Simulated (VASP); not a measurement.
Runs of VASP 6.6.1 on Na. The structure is that of space group Im-3m (No. 229), or close to it. The cells are those of the table. 

| task | cell | k mesh for the DOS | occupations for the DOS | gap on the mesh (eV) | pressure (GPa) |
| --- | --- | --- | --- | --- | --- |
| single point | a = 3.592 Å, angles 109.5°, 1 atom | - | - | none | 0.3 |
| single point | a = 3.746 Å, angles 109.5°, 1 atom | - | - | none | -0.6 |
| single point | a = 3.708 Å, angles 109.5°, 1 atom | - | - | none | (a) |
| single point | a = 3.628 Å, angles 109.5°, 1 atom | - | - | none | 0.0 |

Alike in all rows: level PBE; potentials or basis VASP PAW PBE potentials, release 64 (Na_pv); no spin polarisation; k mesh 14 × 14 × 14; cutoff (eV) 520; smearing gaussian 0.1 eV.

Fill in the values left out.

(a) -0.4.

A gap of «none» marks levels without a gap at the run's occupations.
